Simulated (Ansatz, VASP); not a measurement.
# One calculation of B, two programs

The input INCAR:

```
SYSTEM = B
PREC = Accurate ; ENCUT = 520
EDIFF = 1E-6 ; ISMEAR = 0
SIGMA = 0.1 ; LREAL = .FALSE.
LASPH = .TRUE. ; NELM = 100
ALGO = Normal ; ISIF = 2
LWAVE = .FALSE. ; LCHARG = .FALSE.
GGA = PE ; NBANDS = 20
```

The input KPOINTS:

```
Automatic mesh
0
G
  6 6 2
  0 0 0
```

POSCAR

```
B
1.0
    2.4741264900      0.0000000000      0.0000000000
   -1.2370632500      2.1426563900      0.0000000000
    0.0000000000      0.0000000000      9.6651630600
B
7
Direct
    0.0000000000      0.0000000000      0.0000000000
    0.3333333300      0.6666666700      0.1428571400
    0.0000000000      0.0000000000      0.2857142900
    0.6666666700      0.3333333300      0.4285714300
    0.3333333300      0.6666666700      0.5714285700
    0.0000000000      0.0000000000      0.7142857100
    0.6666666700      0.3333333300      0.8571428600
```

Input for Ansatz:

```yaml
crystal:
  lattice:
    - [2.47412649, 0.0, 0.0]
    - [-1.23706325, 2.14265639, 0.0]
    - [0.0, 0.0, 9.66516306]
  atoms:
    - { symbol: B, position: [0.0, 0.0, 0.0] }
    - { symbol: B, position: [0.33333333, 0.66666667, 0.14285714] }
    - { symbol: B, position: [0.0, 0.0, 0.28571429] }
    - { symbol: B, position: [0.66666667, 0.33333333, 0.42857143] }
    - { symbol: B, position: [0.33333333, 0.66666667, 0.57142857] }
    - { symbol: B, position: [0.0, 0.0, 0.71428571] }
    - { symbol: B, position: [0.66666667, 0.33333333, 0.85714286] }
basis:
  ecutwfc: 420
kpoints:
  mp_grid: { grid: [6, 6, 2] }
hamiltonian:
  xc: pbe
scf:
  occupations: { method: gaussian, width: 0.1 }
  lower_state_search: "off"
output:
  forces: true
  stress: true
  eigenvalues: true
```

Alike in both runs: task single point; functional PBE; k mesh 6 × 6 × 2; occupations gaussian, width 0.1 eV; no spin polarisation.

|  | VASP | Ansatz |
| --- | --- | --- |
| version | VASP 6.6.1 | Ansatz 0.2.0 |
| potentials or method | VASP PAW PBE potentials, release 64 (B), cutoff 520 eV | scalar-relativistic, plane waves, PAW |
| valence electrons in the cell | 21 | 21 |

|  | VASP | Ansatz | Ansatz less VASP |
| --- | --- | --- | --- |
| gap on the k mesh at the Fermi level (eV) | none | none | - |
| pressure (GPa) | -23.7 | -23.6 | +0.02 |
| traceless stress, the component that is largest in VASP (GPa) | -13.39 | -13.42 | -0.033 |
| rms of the force components (eV/Å) | 0.139 | 0.139 | +0.0001 |

Atom by atom the forces differ by 0.000 eV/Å (rms over components). A gap of «none» marks a metal or a gap that the smearing closes. With one functional, cell and mesh, what is left measures potentials, basis and numerics.

The k mesh is coarse, so the values compare programs but aren't converged.
